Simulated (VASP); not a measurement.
Set up this calculation in VASP 6.6.1, as the native input.

* Task: single point
* Functional: PBE
* Potentials or basis: VASP PAW PBE potentials, release 64 (Ru_sv, Pt_sv_GW)
* Cutoff: 600 eV
* k mesh: 6 × 6 × 4
* Occupations: gaussian, width 0.1 eV
* Spin: no spin polarisation
* Dipole correction: no
* Second run: valence_matched
* Further INCAR settings: ALGO = Normal; EDIFF = 1e-06; NBANDS = 33

The structure of RuPt2 lies in POSCAR:

```
RuPt2
1.0
    3.5564939400      0.0000000000      0.0000000000
   -1.7782469700      3.0800141000      0.0000000000
    0.0000000000      0.0000000000      3.8395023300
Ru Pt
1 2
Direct
    0.0000000000      0.0000000000      0.0000000000
    0.3333333300      0.6666666700      0.5000000000
    0.6666666700      0.3333333300      0.5000000000
```

One way to write it, as run:

INCAR

```
SYSTEM = RuPt2
PREC = Accurate ; ENCUT = 600
EDIFF = 1E-6 ; ISMEAR = 0
SIGMA = 0.1 ; LREAL = .False.
LASPH = .True. ; NELM = 120
ALGO = Normal ; ISIF = 2
LWAVE = .False. ; LCHARG = .True.
GGA = PE ; LELF = .True.
LVHAR = .True. ; NBANDS = 33
GGA_COMPAT = .False.
```

KPOINTS

```
Automatic mesh
0
Gamma
  6 6 4
  0 0 0
```

Potentials or basis: VASP PAW PBE potentials, release 64 (Ru_sv, Pt_sv_GW).

Command:

```sh
$ cat potpaw_PBE.64/Ru_sv/POTCAR potpaw_PBE.64/Pt_sv_GW/POTCAR > POTCAR
$ mpirun -np 1 vasp_std > vasp.out
```

Results of the run:

| Item | Value |
| --- | --- |
| Pressure | 149.3 GPa |
| Band gap on the k mesh | zero (band 26 reaches 13.51 eV, above the bottom of band 27 at 12.83 eV) |

Caveat: the k points lie up to 0.41 Å⁻¹ apart; spin-orbit coupling is left out, which moves the levels of the heavy elements.

It took 18 s on 1 thread of Intel(R) Xeon(R) 6975P-C (Granite Rapids) (shared host), peak memory 0.19 GiB.
